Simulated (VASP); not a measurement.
Set up this calculation in VASP 6.6.1, as the native input.

```
Task                   : single point
Functional             : r2SCAN
Potentials or basis    : VASP PAW PBE potentials, release 64 (Cd, Te, Hg)
Cutoff                 : 520 eV
k mesh                 : 4 × 4 × 4
Occupations            : gaussian, width 0.01 eV
Spin                   : no spin polarisation
Dipole correction      : no
Further INCAR settings : ALGO = Normal; EDIFF = 1e-07; NBANDS = 46
```

The system is Cd3HgTe4.

```
Cd Te Hg
1.0
    -3.21362    3.21362    6.42806
     3.21362   -3.21362    6.42806
     3.21362    3.21362   -6.42806
Cd Te Hg
3 4 1
Direct
  0.75000 0.25000 0.50000
  0.50000 0.50000 0.00000
  0.25000 0.75000 0.50000
  0.12530 0.62403 0.00000
  0.87470 0.87470 0.49874
  0.62403 0.12530 0.00000
  0.37597 0.37597 0.50126
  0.00000 0.00000 0.00000
```

This cell differs from its parent crystal: volume changed by -6%.

The input as run:

POSCAR

```
Cd3HgTe4
1.0
   -3.2136213396      3.2136213396      6.4280551184
    3.2136213396     -3.2136213396      6.4280551184
    3.2136213396      3.2136213396     -6.4280551184
Cd Te Hg
3 4 1
Direct
    0.7500000000      0.2500000000      0.5000000000
    0.5000000000      0.5000000000      0.0000000000
    0.2500000000      0.7500000000      0.5000000000
    0.1252970005      0.6240322503      0.0000000000
    0.8747029995      0.8747029995      0.4987352498
    0.6240322503      0.1252970005      0.0000000000
    0.3759677497      0.3759677497      0.5012647502
    0.0000000000      0.0000000000      0.0000000000
```

INCAR.step1

```
ALGO     = Normal         # electronic algorithm
EDIFF    = 1E-4           # SCF threshold, eV
ENCUT    = 520            # plane-wave cutoff, eV
GGA      = PE             # functional
ISMEAR   = 0              # smearing method
LASPH    = True           # aspherical terms in the spheres
LCHARG   = False          # write CHGCAR
LREAL    = False          # projectors in reciprocal space
LWAVE    = True           # write WAVECAR
NBANDS   = 46             # bands
NELM     = 100            # most SCF steps
PREC     = Accurate       # precision mode
SIGMA    = 0.01           # smearing width, eV
```

INCAR.step2

```
ALGO     = Normal         # electronic algorithm
EDIFF    = 1E-7           # SCF threshold, eV
ENCUT    = 520            # plane-wave cutoff, eV
ISIF     = 2              # what is computed and relaxed
ISMEAR   = 0              # smearing method
ISTART   = 1            
LASPH    = True           # aspherical terms in the spheres
LCHARG   = False          # write CHGCAR
LMIXTAU  = True         
LREAL    = False          # projectors in reciprocal space
LWAVE    = False          # write WAVECAR
METAGGA  = R2SCAN         # meta-GGA
NBANDS   = 46             # bands
NELM     = 100            # most SCF steps
PREC     = Accurate       # precision mode
SIGMA    = 0.01           # smearing width, eV
```

KPOINTS

```
k-points
0
Gamma
  4 4 4
```

Potentials or basis: VASP PAW PBE potentials, release 64 (Cd, Te, Hg).

The run is started by

```console
$ cat potpaw_PBE.64/Cd/POTCAR potpaw_PBE.64/Te/POTCAR potpaw_PBE.64/Hg/POTCAR > POTCAR
$ cp INCAR.step1 INCAR
$ mpirun -np 1 vasp_std > vasp.out
$ cp INCAR.step2 INCAR
$ mpirun -np 1 vasp_std > vasp.out
```

Results of the run:

```json
{
 "Pressure": "3.0 GPa",
 "Largest force": "0.008 eV/Å",
 "Band gap on the k mesh": "0.90 eV, direct"
}
```

Caveat: the PAW data sets were made with another functional, which shifts forces and pressure a little; spin-orbit coupling is left out, which moves the levels of the heavy elements.

Run time: 7.2 min on 1 thread of Intel(R) Xeon(R) 6975P-C (Granite Rapids), on a shared host, peak memory 0.6 GiB.
